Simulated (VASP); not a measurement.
# Ge (Pm-3m) in VASP: further runs, part 2 of 2

VASP 6.6.1. The steps go on from the part before.

### Step 4. Relaxation of cell and atoms, PBE

This run uses another cell than the first one, of 20.23 Å³/atom, 1.018 times its volume.

File INCAR:

```
SYSTEM = Ge
  ALGO = Normal
  EDIFF = 1E-6
  EDIFFG = -0.03
  ENCUT = 600
  GGA = PE
  IBRION = 2
  ISIF = 3
  ISMEAR = -1
  LASPH = .TRUE.
  LCHARG = .FALSE.
  LREAL = .FALSE.
  LWAVE = .FALSE.
  NELM = 100
  NSW = 60
  PREC = Accurate
  SIGMA = 0.05
```

File KPOINTS:

```
k-points
0
G
  7 7 7
  0 0 0
```

File POSCAR:

```
Ge
1.0
    2.7247406073      0.0000000000      0.0000000000
    0.0000000000      2.7247406073      0.0000000000
    0.0000000000      0.0000000000      2.7247406073
Ge
1
Direct
    0.0000000000      0.0000000000      0.0000000000
```

Potentials or basis: VASP PAW PBE potentials, release 64 (Ge_d).

On the command line:

```bash
$ cat potpaw_PBE.64/Ge_d/POTCAR > POTCAR
$ mpirun -np 1 vasp_std > vasp.out
```

OUTCAR:

```text
SYSTEM = Ge
   EDIFF = 1E-6
   EDIFFG = -0.03
   ENCUT = 600
   GGA = PE
   IBRION = 2
   ISIF = 3
   ISMEAR = -1
   LASPH = .TRUE.
   LREAL = .FALSE.
   NELM = 100
   NSW = 60
   PREC = Accurate

 ion  position               nearest neighbor table
   1  0.000  0.000  0.000-

  LATTYP: Found a simple cubic cell.
 ALAT       =     2.7247406073

  Lattice vectors:

 A1 = (   2.7247406073,   0.0000000000,   0.0000000000)
 A2 = (   0.0000000000,   2.7247406073,   0.0000000000)
 A3 = (   0.0000000000,   0.0000000000,   2.7247406073)

Analysis of symmetry for initial positions (statically):
=====================================================================
 Subroutine PRICEL returns:
 Original cell was already a primitive cell.

 Routine SETGRP: Setting up the symmetry group for a
 simple cubic supercell.

 Subroutine GETGRP returns: Found 48 space group operations
 (whereof 48 operations were pure point group operations)
 out of a pool of 48 trial point group operations.

The static configuration has the point symmetry O_h .

Analysis of symmetry for dynamics (positions and initial velocities):
=====================================================================
 Subroutine PRICEL returns:
 Original cell was already a primitive cell.

 Routine SETGRP: Setting up the symmetry group for a
 simple cubic supercell.

 Subroutine GETGRP returns: Found 48 space group operations
 (whereof 48 operations were pure point group operations)
 out of a pool of 48 trial point group operations.

The dynamic configuration has the point symmetry O_h .

 Subroutine INISYM returns: Found 48 space group operations
 (whereof 48 operations are pure point group operations),
 and found     1 'primitive' translations

----------------------------------------------------------------------------------------

                                     Primitive cell

  volume of cell :      20.2291

  direct lattice vectors                    reciprocal lattice vectors
     2.724740607  0.000000000  0.000000000     0.367007412  0.000000000  0.000000000
     0.000000000  2.724740607  0.000000000     0.000000000  0.367007412  0.000000000
     0.000000000  0.000000000  2.724740607     0.000000000  0.000000000  0.367007412

  length of vectors
     2.724740607  2.724740607  2.724740607     0.367007412  0.367007412  0.367007412

  position of ions in fractional coordinates (direct lattice)
     0.000000000  0.000000000  0.000000000

  ion indices of the primitive-cell ions
   primitive index   ion index
                 1           1

----------------------------------------------------------------------------------------

 KPOINTS: k-points

Automatic generation of k-mesh.
 Grid dimensions read from file:
 generate k-points for:    7    7    7

 Generating k-lattice:

  Cartesian coordinates                     Fractional coordinates (reciprocal lattice)
     0.052429630  0.000000000  0.000000000     0.142857143  0.000000000  0.000000000
     0.000000000  0.052429630  0.000000000     0.000000000  0.142857143  0.000000000
     0.000000000  0.000000000  0.052429630     0.000000000  0.000000000  0.142857143

  Length of vectors
     0.052429630  0.052429630  0.052429630

  Shift w.r.t. Gamma in fractional coordinates (k-lattice)
     0.000000000  0.000000000  0.000000000

 Subroutine IBZKPT returns following result:
 ===========================================

 Found     20 irreducible k-points:

 Following reciprocal coordinates:
            Coordinates               Weight
  0.000000  0.000000  0.000000      1.000000
  0.142857  0.000000  0.000000      6.000000
  0.285714  0.000000  0.000000      6.000000
  0.428571  0.000000  0.000000      6.000000
  0.142857  0.142857  0.000000     12.000000
  0.285714  0.142857  0.000000     24.000000
[... 12 lines left out ...]
  0.428571  0.428571  0.285714     24.000000
  0.428571  0.428571  0.428571      8.000000
   k-points           NKPTS =     20   k-points in BZ     NKDIM =     20   number of bands    NBANDS=     11
   number of dos      NEDOS =    301   number of ions     NIONS =      1
   total plane-waves  NPLWV =  13824
   dimension x,y,z NGX =    24 NGY =   24 NGZ =   24
   dimension x,y,z NGXF=    48 NGYF=   48 NGZF=   48
   ions per type =               1
   NGX,Y,Z   is equivalent  to a cutoff of  14.64, 14.64, 14.64 a.u.
   NGXF,Y,Z  is equivalent  to a cutoff of  29.29, 29.29, 29.29 a.u.
 SYSTEM =  Ge
   PREC   = accura    normal or accurate (medium, high low for compatibility)
   ISTART =      0    job   : 0-new  1-cont  2-samecut
   ICHARG =      2    charge: 1-file 2-atom 10-const
   ISPIN  =      1    spin polarized calculation?
   LNONCOLLINEAR =      F non collinear calculations
   LSORBIT =      F    spin-orbit coupling
   LASPH  =      T    aspherical Exc in radial PAW
   ENCUT  =  600.0 eV  44.10 Ry    6.64 a.u.   5.44  5.44  5.44*2*pi/ulx,y,z
   NELM   =    100;   NELMIN=  2; NELMDL= -5     # of ELM steps
   EDIFF  = 0.1E-05   stopping-criterion for ELM
   LREAL  =      F    real-space projection
   EDIFFG = -.3E-01   stopping-criterion for IOM
   NSW    =     60    number of steps for IOM
   IBRION =      2    ionic relax: 0-MD 1-quasi-New 2-CG
   NFREE  =      1    steps in history (QN), initial steepest desc. (CG)
   ISIF   =      3    stress and relaxation
   ISYM   =      2    0-nonsym 1-usesym 2-fastsym
   POTIM  = 0.5000    time-step for ionic-motion
   TEBEG  =    0.0;   TEEND  =   0.0 temperature during run
   PSTRESS=    0.0 pullay stress
   NELECT =      14.0000    total number of electrons
   NUPDOWN=      -1.0000    fix difference up-down
   EMIN   =  10.00;   EMAX   =-10.00  energy-range for DOS
   EFERMI =   0.00;   METHOD = LEGACY
   ISMEAR =    -1;   SIGMA  =   0.05  broadening in eV -4-tet -1-fermi 0-gaus
   EFERMI_NEDOS =   21; number of points for ismear=-14 and -15
   IALGO  =     38    algorithm
   IMIX   =      4    mixing-type and parameters
     AMIX     =   0.40;   BMIX     =  1.00
     AMIX_MAG =   1.60;   BMIX_MAG =  1.00
  volume/ion in A,a.u.               =      20.23       136.51
  Fermi-wavevector in a.u.,A,eV,Ry     =   1.448079  2.736473 28.530514  2.096934
  Thomas-Fermi vector in A             =   2.565961
   LORBIT       =      0    0 simple, 1 ext, 2 COOP (PROOUT), +10 PAW based schemes
   GGA     = PE    functional components
   LHFCALC =     F    Hartree Fock is set to
   AEXX    =    0.0000 exact exchange contribution
   IVDW    =     0    specifies the selected vdW correction
   LEPSILON=     F    determine dielectric tensor
   LRPA    =     F    only Hartree local field effects (RPA)
 conjugate gradient relaxation of ions
 non-spin polarized calculation
  energy-cutoff  :      600.00
  volume of cell :       20.23
 maximum number of plane-waves:       691
 NGX is ok and might be reduce to    24
   NGX = 11   NGY = 11   NGZ = 11

--------------------------------------- Ionic step        1  -------------------------------------------

 number of electron      14.0000000 magnetization

 Free energy of the ion-electron system (eV)
  ---------------------------------------------------
  ext. energy  EPLUGINS =         0.00000000
  ---------------------------------------------------
  free energy    TOTEN  =        -4.27934966 eV

  energy without entropy =       -4.27479746  energy(sigma->0) =       -4.27707356

------------------------ aborting loop because EDIFF is reached ----------------------------------------

  FORCE on cell =-STRESS in cart. coord.  units (eV):
  Direction    XX          YY          ZZ          XY          YZ          ZX
  --------------------------------------------------------------------------------------
  -------------------------------------------------------------------------------------
  Total       -0.1596057     -0.1596057     -0.1596057     -0.0000000      0.0000000     -0.0000000
  in kB      -12.6410626    -12.6410626    -12.6410626     -0.0000000      0.0000000     -0.0000000
  external PRESSURE =     -12.6410626 kB  Pullay stress =       0.0000000 kB
[... 55 lines left out ...]
  energy  without entropy=       -4.2757170292  energy(sigma->0) =       -4.27807175

--------------------------------------- Ionic step        3  -------------------------------------------

 number of electron      13.9999994 magnetization

 Free energy of the ion-electron system (eV)
  ---------------------------------------------------
  ext. energy  EPLUGINS =         0.00000000
  ---------------------------------------------------
  free energy    TOTEN  =        -4.28058742 eV

  energy without entropy =       -4.27593157  energy(sigma->0) =       -4.27825950

 E-fermi :   5.7609     XC(G=0): -10.9146

 val. band max:        5.5222323996   @ k =   0.4286   0.4286   0.2857
 cond. band min:       5.8030596996   @ k =   0.2857   0.2857   0.1429
 fundamental gap:      0.2808273000
 Fermi energy:         5.7608542747

 k-point     1 :       0.0000    0.0000    0.0000
  band No.  band energies     occupation
      1     -18.7486      2.00000
      2     -18.7486      2.00000
      3     -18.5049      2.00000
      4     -18.5049      2.00000
      5     -18.5049      2.00000
      6      -6.8133      2.00000
      7      12.5158      0.00000
      8      12.5158      0.00000
      9      12.5158      0.00000
     10      15.9493      0.00000
     11      15.9493      0.00000
[... 292 lines left out ...]
  FREE ENERGIE OF THE ION-ELECTRON SYSTEM (eV)
  ---------------------------------------------------
  free  energy   TOTEN  =        -4.2805874192 eV

  energy  without entropy=       -4.2759315745  energy(sigma->0) =       -4.27825950

 reached required accuracy - stopping structural energy minimisation
```

OSZICAR:

```text
N       E                     dE             d eps       ncg     rms          rms(c)
DAV:   1     0.561477518964E+02    0.56148E+02   -0.82730E+03   462   0.381E+03
DAV:   2     0.216568352265E+00   -0.55931E+02   -0.53567E+02   455   0.385E+02
DAV:   3    -0.420372214301E+01   -0.44203E+01   -0.44022E+01   515   0.723E+01
[... 17 lines left out ...]
DAV:   1    -0.428722283707E+01   -0.67961E-02   -0.86161E-02   524   0.753E+00    0.479E-01
DAV:   2    -0.428226766774E+01    0.49552E-02   -0.57502E-03   497   0.198E+00    0.240E-01
DAV:   3    -0.428069932614E+01    0.15683E-02   -0.23300E-03   538   0.108E+00    0.501E-02
DAV:   4    -0.428058760631E+01    0.11172E-03   -0.19615E-04   500   0.354E-01    0.144E-02
DAV:   5    -0.428058741917E+01    0.18714E-06   -0.33172E-06   485   0.322E-02
   3 F= -.42805874E+01 E0= -.42782595E+01  d E =-.123776E-02
```

CONTCAR:

```text
Ge
   1.00000000000000
     2.7097335412637564   -0.0000000000000000   -0.0000000000000000
    -0.0000000000000000    2.7097335412637564    0.0000000000000000
     0.0000000000000000    0.0000000000000000    2.7097335412637564
  Ge
     1
Direct
     0.0000000000000000    0.0000000000000000    0.0000000000000000

  0.00000000E+00  0.00000000E+00  0.00000000E+00
```

It took 5.3 s on 1 thread of Intel Xeon 6975P-C (Granite Rapids), shared host; peak memory 0.13 GiB.

Results:

```
Free energy                            : -4.2806 eV
Relaxed volume                         : 19.90 Å³/atom
Relaxed cell                           : a = 2.710 Å, b = 2.710 Å, c = 2.710 Å, α = 90.00°, β = 90.00°, γ = 90.00°
Space group after relaxing (to 0.05 Å) : Pm-3m (No. 221)
Energy gained by relaxing              : 1.2 meV/atom
Ionic steps                            : 3
Pressure after relaxing                : 0.0 GPa
Band gap on the k mesh                 : zero (band 7 reaches 12.52 eV, above the bottom of band 8 at 4.12 eV)
```

The path:
```
step  energy change (eV)  largest force (eV/Å)  pressure (GPa)  volume (Å³)
   1              0.0000                0.0000           -1.26        20.23
   2             -0.0011                0.0000            0.38        19.77
   3             -0.0012                0.0000           -0.02        19.90
```

Final structure:
```xyz
1
Lattice="2.7097 0.0000 0.0000 0.0000 2.7097 0.0000 0.0000 0.0000 2.7097" Properties=species:S:1:pos:R:3 pbc="T T T"
Ge    0.0000    0.0000    0.0000
```

### Step 5. Relaxation of cell and atoms, PBE

This run uses another cell than the first one, of 19.25 Å³/atom, 0.969 times its volume.

File INCAR:

```
SYSTEM = Ge
PREC = Accurate
ENCUT = 600
EDIFF = 1E-6
ISMEAR = -1
SIGMA = 0.05
LREAL = .FALSE.
LASPH = .TRUE.
NELM = 80
ALGO = Normal
ISIF = 3
LWAVE = .FALSE.
LCHARG = .FALSE.
GGA = PE
IBRION = 2
NSW = 60
EDIFFG = -0.03
```

File KPOINTS:

```
Automatic mesh
0
G
  8 8 8
  0 0 0
```

File POSCAR:

```
Ge
1.0
    2.6800000000      0.0000000000      0.0000000000
    0.0000000000      2.6800000000      0.0000000000
    0.0000000000      0.0000000000      2.6800000000
Ge
1
Direct
    0.0000000000      0.0000000000      0.0000000000
```

Potentials or basis: VASP PAW PBE potentials, release 64 (Ge_d).

On the command line:

```bash
$ cat potpaw_PBE.64/Ge_d/POTCAR > POTCAR
$ mpirun -np 1 vasp_std > vasp.out
```

OUTCAR:

```text
SYSTEM = Ge
   PREC = Accurate
   ENCUT = 600
   EDIFF = 1E-6
   ISMEAR = -1
   LREAL = .FALSE.
   LASPH = .TRUE.
   NELM = 80
   ISIF = 3
   GGA = PE
   IBRION = 2
   NSW = 60
   EDIFFG = -0.03

 ion  position               nearest neighbor table
   1  0.000  0.000  0.000-

  LATTYP: Found a simple cubic cell.
 ALAT       =     2.6800000000

  Lattice vectors:

 A1 = (   2.6800000000,   0.0000000000,   0.0000000000)
 A2 = (   0.0000000000,   2.6800000000,   0.0000000000)
 A3 = (   0.0000000000,   0.0000000000,   2.6800000000)

Analysis of symmetry for initial positions (statically):
=====================================================================
 Subroutine PRICEL returns:
 Original cell was already a primitive cell.

 Routine SETGRP: Setting up the symmetry group for a
 simple cubic supercell.

 Subroutine GETGRP returns: Found 48 space group operations
 (whereof 48 operations were pure point group operations)
 out of a pool of 48 trial point group operations.

The static configuration has the point symmetry O_h .

Analysis of symmetry for dynamics (positions and initial velocities):
=====================================================================
 Subroutine PRICEL returns:
 Original cell was already a primitive cell.

 Routine SETGRP: Setting up the symmetry group for a
 simple cubic supercell.

 Subroutine GETGRP returns: Found 48 space group operations
 (whereof 48 operations were pure point group operations)
 out of a pool of 48 trial point group operations.

The dynamic configuration has the point symmetry O_h .

 Subroutine INISYM returns: Found 48 space group operations
 (whereof 48 operations are pure point group operations),
 and found     1 'primitive' translations

----------------------------------------------------------------------------------------

[... 121 lines left out ...]
 conjugate gradient relaxation of ions
 non-spin polarized calculation
  energy-cutoff  :      600.00
  volume of cell :       19.25
 maximum number of plane-waves:       660
 NGX is ok and might be reduce to    24
   NGX = 11   NGY = 11   NGZ = 11

--------------------------------------- Ionic step        1  -------------------------------------------

 number of electron      13.9999990 magnetization

 Free energy of the ion-electron system (eV)
  ---------------------------------------------------
  ext. energy  EPLUGINS =         0.00000000
  ---------------------------------------------------
  free energy    TOTEN  =        -4.22407687 eV

  energy without entropy =       -4.21855702  energy(sigma->0) =       -4.22131694

------------------------ aborting loop because EDIFF is reached ----------------------------------------

  FORCE on cell =-STRESS in cart. coord.  units (eV):
  Direction    XX          YY          ZZ          XY          YZ          ZX
  --------------------------------------------------------------------------------------
  -------------------------------------------------------------------------------------
  Total        0.4342767      0.4342767      0.4342767     -0.0000000     -0.0000000      0.0000000
  in kB       36.1470394     36.1470394     36.1470394     -0.0000000     -0.0000000      0.0000000
  external PRESSURE =      36.1470394 kB  Pullay stress =       0.0000000 kB
[... 57 lines left out ...]
--------------------------------------- Ionic step        3  -------------------------------------------

 number of electron      14.0000001 magnetization

 Free energy of the ion-electron system (eV)
  ---------------------------------------------------
  ext. energy  EPLUGINS =         0.00000000
  ---------------------------------------------------
  free energy    TOTEN  =        -4.23512700 eV

  energy without entropy =       -4.22942789  energy(sigma->0) =       -4.23227744

 E-fermi :   5.7227     XC(G=0): -10.8201

 val. band max:        5.5168726430   @ k =   0.2500   0.1250   0.0000
 cond. band min:       5.7691571006   @ k =   0.3750   0.3750   0.2500
 fundamental gap:      0.2522844577
 Fermi energy:         5.7227362809

 k-point     1 :       0.0000    0.0000    0.0000
  band No.  band energies     occupation
      1     -18.9064      2.00000
      2     -18.9064      2.00000
      3     -18.6753      2.00000
      4     -18.6753      2.00000
      5     -18.6753      2.00000
      6      -6.8538      2.00000
      7      12.2254      0.00000
      8      12.2254      0.00000
      9      12.2254      0.00000
     10      15.6907      0.00000
     11      15.6907      0.00000
[... 309 lines left out ...]
 k-point    24 :       0.5000    0.3750    0.1250
  band No.  band energies     occupation
      1     -18.8075      2.00000
      2     -18.7846      2.00000
      3     -18.7412      2.00000
      4     -18.7312      2.00000
      5     -18.6269      2.00000
      6      -0.3199      2.00000
      7       2.8462      2.00000
      8       5.4095      1.99621
      9      10.5603      0.00000
     10      14.6809      0.00000
     11      19.6105      0.00000

 [... further k-points ...]
[... 5 lines left out ...]
  --------------------------------------------------------------------------------------
  -------------------------------------------------------------------------------------
  Total       -0.0188847     -0.0188847     -0.0188847      0.0000000      0.0000000     -0.0000000
  in kB       -1.4922829     -1.4922829     -1.4922829      0.0000000      0.0000000     -0.0000000
  external PRESSURE =      -1.4922829 kB  Pullay stress =       0.0000000 kB
[... 16 lines left out ...]
  FREE ENERGIE OF THE ION-ELECTRON SYSTEM (eV)
  ---------------------------------------------------
  free  energy   TOTEN  =        -4.2351270048 eV

  energy  without entropy=       -4.2294278851  energy(sigma->0) =       -4.23227744

 reached required accuracy - stopping structural energy minimisation
```

It took 6.5 s on 1 thread of Intel Xeon 6975P-C (Granite Rapids), shared host; peak memory 0.14 GiB.

Results:

```yaml
Free_energy: -4.2351 eV
Relaxed_volume: 20.28 Å³/atom
Relaxed_cell: a = 2.727 Å, b = 2.727 Å, c = 2.727 Å, α = 90.00°, β = 90.00°, γ = 90.00°
Space_group_after_relaxing_to_0.05_Å: Pm-3m (No. 221)
Energy_gained_by_relaxing: 11.1 meV/atom
Ionic_steps: 3
Pressure_after_relaxing: -0.1 GPa
Band_gap_on_the_k_mesh: zero (band 7 reaches 12.23 eV, above the bottom of band 8 at 3.27 eV)
```

Step by step:
| step | energy change (eV) | largest force (eV/Å) | pressure (GPa) | volume (Å³) |
| --- | --- | --- | --- | --- |
| 1 | 0.0000 | 0.0000 | 3.61 | 19.25 |
| 2 | -0.0105 | 0.0000 | -0.57 | 20.48 |
| 3 | -0.0111 | 0.0000 | -0.15 | 20.28 |

Final structure:
```cif
data_structure
_symmetry_space_group_name_H-M 'P 1'
_symmetry_Int_Tables_number 1
_cell_length_a 2.7268
_cell_length_b 2.7268
_cell_length_c 2.7268
_cell_angle_alpha 90.000
_cell_angle_beta 90.000
_cell_angle_gamma 90.000
_cell_volume 20.28
loop_
_atom_site_label
_atom_site_type_symbol
_atom_site_fract_x
_atom_site_fract_y
_atom_site_fract_z
_atom_site_occupancy
Ge1 Ge 0.00000 0.00000 0.00000 1
```

### Step 6. Overview

| task | cell | k mesh | cutoff (eV) | gap on the mesh (eV) | pressure (GPa) | relaxed volume (Å³/atom) |
| --- | --- | --- | --- | --- | --- | --- |
| single point | a = 2.709 Å, 1 atom | 7 × 7 × 7 | 520 | none | -0.1 | - |
| single point | a = 2.725 Å, 1 atom | 8 × 8 × 8 | 520 | none | -0.1 | - |
| relaxation of cell and atoms | relaxed from a = 2.725 Å, 1 atom | 7 × 7 × 7 | 600 | none | 0.0 | 19.90 |
| relaxation of cell and atoms | relaxed from a = 2.680 Å, 1 atom | 8 × 8 × 8 | 600 | none | -0.1 | 20.28 |

Alike in all rows: level PBE; potentials or basis VASP PAW PBE potentials, release 64 (Ge_d); no spin polarisation; smearing fermi-dirac 0.05 eV.

Total energies depend on the potentials used, so only differences within one code and one set of settings carry meaning.
